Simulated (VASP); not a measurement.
# FeCo (Pm-3m) in VASP: notebook, part 2 of 2

VASP 6.6.1. Earlier steps stand in the parts before.

## Step 4: Single point, PBE, collinear spin, ferromagnetic start

This run uses another cell than the first one, of 11.51 Å³/atom.

Input file INCAR:

```
SYSTEM = FeCo
ALGO = Normal
EDIFF = 1E-6
ENCUT = 600
GGA = PE
GGA_COMPAT = .FALSE.
ISIF = 2
ISMEAR = 0
ISPIN = 2
LASPH = .TRUE.
LCHARG = .FALSE.
LMAXMIX = 4
LORBIT = 11
LREAL = .FALSE.
LWAVE = .FALSE.
MAGMOM = 3.19 2.09
NBANDS = 20
NELM = 200
PREC = Accurate
SIGMA = 0.1
```

Input file KPOINTS:

```
k-points
0
G
  14 14 14
  0 0 0
```

Input file POSCAR:

```
FeCo
1.0
    2.8448778424      0.0000000000      0.0000000000
    0.0000000000      2.8448778424      0.0000000000
    0.0000000000      0.0000000000      2.8448778424
Fe Co
1 1
Direct
    0.5000000000      0.5000000000      0.5000000000
    0.0000000000      0.0000000000      0.0000000000
```

Potentials or basis: VASP PAW PBE potentials, release 64 (Fe, Co).

Command:

```sh
$ cat potpaw_PBE.64/Fe/POTCAR potpaw_PBE.64/Co/POTCAR > POTCAR
$ mpirun -np 1 vasp_std > vasp.out
```

OUTCAR:

```text
SYSTEM = FeCo
   EDIFF = 1E-6
   ENCUT = 600
   GGA = PE
   ISIF = 2
   ISMEAR = 0
   ISPIN = 2
   LASPH = .TRUE.
   LORBIT = 11
   LREAL = .FALSE.
   NELM = 200
   PREC = Accurate

 ion  position               nearest neighbor table
   1  0.500  0.500  0.500-   2 2.46   2 2.46   2 2.46   2 2.46   2 2.46   2 2.46   2 2.46   2 2.46

   2  0.000  0.000  0.000-   1 2.46   1 2.46   1 2.46   1 2.46   1 2.46   1 2.46   1 2.46   1 2.46

  LATTYP: Found a simple cubic cell.
 ALAT       =     2.8448778424

  Lattice vectors:

 A1 = (   2.8448778424,   0.0000000000,   0.0000000000)
 A2 = (   0.0000000000,   2.8448778424,   0.0000000000)
 A3 = (   0.0000000000,   0.0000000000,   2.8448778424)

Analysis of symmetry for initial positions (statically):
=====================================================================
 Subroutine PRICEL returns:
 Original cell was already a primitive cell.

 Routine SETGRP: Setting up the symmetry group for a
 simple cubic supercell.

 Subroutine GETGRP returns: Found 48 space group operations
 (whereof 48 operations were pure point group operations)
[... 743 lines left out ...]

 k-point     1 :       0.0000    0.0000    0.0000
  band No.  band energies     occupation
      1      -0.7759      1.00000
      2       4.5828      1.00000
      3       4.5829      1.00000
      4       6.9095      1.00000
      5       6.9095      1.00000
      6       6.9095      1.00000
[... 541 lines left out ...]
     19      31.1659      0.00000
     20      33.6736      0.00000

 [... further k-points ...]
[... 5 lines left out ...]
  --------------------------------------------------------------------------------------
  -------------------------------------------------------------------------------------
  Total       -0.0571307     -0.0571307     -0.0571307      0.0000000      0.0000000     -0.0000000
  in kB       -3.9754806     -3.9754806     -3.9754806      0.0000000      0.0000000     -0.0000000
  external PRESSURE =      -3.9754806 kB  Pullay stress =       0.0000000 kB

 VOLUME and BASIS-vectors are now :
 -----------------------------------------------------------------------------
  energy-cutoff  :      600.00
  volume of cell :       23.02
      direct lattice vectors                 reciprocal lattice vectors
     2.844877842  0.000000000  0.000000000     0.351508942  0.000000000  0.000000000
     0.000000000  2.844877842  0.000000000     0.000000000  0.351508942  0.000000000
     0.000000000  0.000000000  2.844877842     0.000000000  0.000000000  0.351508942

 POSITION                                       TOTAL-FORCE (eV/Angst)
 -----------------------------------------------------------------------------------
      1.42244      1.42244      1.42244         0.000000      0.000000      0.000000
      0.00000      0.00000      0.00000         0.000000      0.000000      0.000000
 -----------------------------------------------------------------------------------
    total drift:                                0.000000      0.000000     -0.000000

  FREE ENERGIE OF THE ION-ELECTRON SYSTEM (eV)
  ---------------------------------------------------
  free  energy   TOTEN  =       -15.4073847621 eV

  energy  without entropy=      -15.4004302338  energy(sigma->0) =      -15.40390750

 total charge

# of ion       s       p       d       tot
------------------------------------------
    1        0.473   0.528   6.150   7.150
    2        0.483   0.511   7.241   8.235
--------------------------------------------------
tot          0.955   1.039  13.391  15.385

 magnetization (x)

# of ion       s       p       d       tot
------------------------------------------
    1        0.001  -0.043   2.825   2.783
    2       -0.011  -0.052   1.828   1.764
--------------------------------------------------
tot         -0.010  -0.095   4.653   4.548
```

Run time: 3.2 min. Hardware: 1 thread of Oxide Virtual Turin-like, shared host; peak memory 0.2 GiB.

What came out:

```
Free energy                                           : -15.4074 eV
Pressure                                              : -0.4 GPa
Net moment                                            : 4.53 μB per cell
Site moments                                          : Fe +2.78; Co +1.76 μB
Valence electrons inside the program's atomic spheres : Fe 7.15; Co 8.23
```

## Step 5: Single point, PBE, collinear spin, ferromagnetic start (11.86 Å³/atom)

This run uses another cell than the first one, of 11.86 Å³/atom.

Input file INCAR:

```
SYSTEM = FeCo
PREC = Accurate
ENCUT = 600
EDIFF = 1E-6
ISMEAR = 0
SIGMA = 0.1
LREAL = .FALSE.
LASPH = .TRUE.
NELM = 200
ALGO = Normal
ISIF = 2
LWAVE = .FALSE.
LCHARG = .FALSE.
ISPIN = 2
MAGMOM = 3.09 2.02
LORBIT = 11
LMAXMIX = 4
GGA = PE
NBANDS = 20
GGA_COMPAT = .FALSE.
```

Input file KPOINTS:

```
regular mesh
0
G
  14 14 14
  0 0 0
```

Input file POSCAR:

```
FeCo
1.0
    2.8730467818      0.0000000000      0.0000000000
    0.0000000000      2.8730467818      0.0000000000
    0.0000000000      0.0000000000      2.8730467818
Fe Co
1 1
Direct
    0.5000000000      0.5000000000      0.5000000000
    0.0000000000      0.0000000000      0.0000000000
```

Command:

```sh
$ cat potpaw_PBE.64/Fe/POTCAR potpaw_PBE.64/Co/POTCAR > POTCAR
$ mpirun -np 1 vasp_std > vasp.out
```

Wall time 3.2 min (1 thread of Oxide Virtual Turin-like, shared host); peak memory 0.21 GiB.

It converged, with:

```yaml
Free_energy: -15.3934 eV
Pressure: -5.9 GPa
Net_moment: 4.55 μB per cell
Site_moments: Fe +2.81; Co +1.77 μB
Valence_electrons_inside_the_program's_atomic_spheres: Fe 7.09; Co 8.18
```

Levels at points of the mesh, in eV from the Fermi level:
Spin up:
| k point | band 8 | band 9 | band 10 | band 11 | band 12 | band 13 | band 14 | band 15 |
| --- | --- | --- | --- | --- | --- | --- | --- | --- |
| (0.00, 0.00, 0.00) | -2.06 | -0.99 | -0.99 | -0.99 | 8.87 | 8.87 | 8.87 | 14.34 |
| (0.50, 0.00, 0.00) | -2.57 | -2.15 | -1.97 | -0.97 | -0.74 | 15.56 | 15.56 | 15.73 |
| (0.50, 0.50, 0.00) | -1.84 | -0.76 | -0.76 | -0.16 | -0.16 | 5.78 | 5.97 | 17.42 |
| (0.50, 0.50, 0.50) | -1.94 | -1.81 | -1.81 | 7.39 | 7.39 | 7.39 | 7.47 | 7.47 |
Spin down:
```
           k point  band 4  band 5  band 6  band 7  band 8  band 9
(0.00, 0.00, 0.00)   -1.15   -1.15   -1.15    0.77    0.77    1.42
(0.50, 0.00, 0.00)   -1.12   -1.12   -1.10   -0.40   -0.30   -0.30
(0.50, 0.50, 0.00)   -2.23   -0.09   -0.09    0.48    0.56    0.74
(0.50, 0.50, 0.50)   -2.17   -2.17   -2.17    0.60    0.60    1.45
```

Caveat: the cell stands under tension.

## Step 6: Summary

| cell | gap on the mesh (eV) | pressure (GPa) | moment (μB) |
| --- | --- | --- | --- |
| a = 2.787 Å, 2 atoms | none | 13.1 | 4.45 |
| a = 2.816 Å, 2 atoms | none | 5.8 | 4.50 |
| a = 2.845 Å, 2 atoms | none | -0.4 | 4.53 |
| a = 2.873 Å, 2 atoms | none | -5.9 | 4.55 |

Alike in all rows: task single point; level PBE; potentials or basis VASP PAW PBE potentials, release 64 (Fe, Co); spin collinear, ferromagnetic start; k mesh 14 × 14 × 14; cutoff (eV) 600; smearing gaussian 0.1 eV.

Caveats: the cell stands under pressure (at least some runs); the cell stands under tension (at least some runs).

Total energies depend on the potentials used, so only differences within one code and one set of settings carry meaning.
